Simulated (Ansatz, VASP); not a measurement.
SiO2: VASP beside Ansatz

Contents of INCAR:

```
PREC = Accurate ; ENCUT = 520
EDIFF = 1E-6 ; ISMEAR = -1
SIGMA = 0.05 ; LREAL = False
LASPH = True ; NELM = 100
ALGO = Normal ; ISIF = 2
LWAVE = False ; LCHARG = True
GGA = PS ; LELF = True
LVHAR = True ; NBANDS = 25
```

Contents of KPOINTS:

```
Automatic mesh
0
Gamma
  6 6 10
```

POSCAR

```
SiO2
1.0
    4.3161933919      0.0000000000      0.0000000000
    0.0000000000      4.3161933919      0.0000000000
    0.0000000000      0.0000000000      2.7463220391
Si O
2 4
Direct
    0.0000000000      0.0000000000      0.0000000000
    0.5000000000      0.5000000000      0.5000000000
    0.8068390000      0.1931610000      0.5000000000
    0.3068390000      0.3068390000      0.0000000000
    0.1931610000      0.8068390000      0.5000000000
    0.6931610000      0.6931610000      0.0000000000
```

The input input.yaml:

```yaml
crystal:
  lattice:
    - [4.3161933919, 0.0, 0.0]
    - [0.0, 4.3161933919, 0.0]
    - [0.0, 0.0, 2.7463220391]
  atoms:
    - { symbol: Si, position: [0.0, 0.0, 0.0] }
    - { symbol: Si, position: [0.5, 0.5, 0.5] }
    - { symbol: O, position: [0.806839, 0.193161, 0.5] }
    - { symbol: O, position: [0.306839, 0.306839, 0.0] }
    - { symbol: O, position: [0.193161, 0.806839, 0.5] }
    - { symbol: O, position: [0.693161, 0.693161, 0.0] }
kpoints:
  mp_grid: { grid: [6, 6, 10] }
scf:
  occupations: { method: fermi_dirac, width: 0.05 }
hamiltonian:
  xc: pbesol
  pseudopotentials: { kind: all_electron, lapw: { basis_error: 0.001 } }
output:
  forces: true
  stress: true
  eigenvalues: true
```

Change from the starting cell: volume scaled by 1.06.

Alike in both runs: task single point; functional PBEsol; k mesh 6 × 6 × 10; occupations fermi-dirac, width 0.05 eV; no spin polarisation.

|  | VASP | Ansatz |
| --- | --- | --- |
| version | VASP 6.6.1 | Ansatz 0.2.0 |
| potentials or method | VASP PAW PBE potentials, release 64 (Si, O), cutoff 520 eV | all-electron LAPW, scalar-relativistic |

Ansatz gave:

| Item | Value |
| --- | --- |
| gap on the k mesh at the Fermi level (eV) | 4.03 |
| least direct gap on the mesh (eV) | 4.03 |
| pressure (GPa) | -21.4 |
| traceless stress, the component that is largest in VASP (GPa) | -2.98 |
| rms of the force components (eV/Å) | 0.194 |

Problem. Estimate VASP's values.

Solution. gap on the k mesh at the Fermi level (eV): 4.02; least direct gap on the mesh (eV): 4.02; pressure (GPa): -21.0; traceless stress, the component that is largest in VASP (GPa): -2.48; rms of the force components (eV/Å): 0.178.

VASP's potentials were made for PBE, not for PBEsol. Atom by atom the forces differ by 0.017 eV/Å (rms over components). Ansatz ran all-electron here, and VASP with PAW potentials.
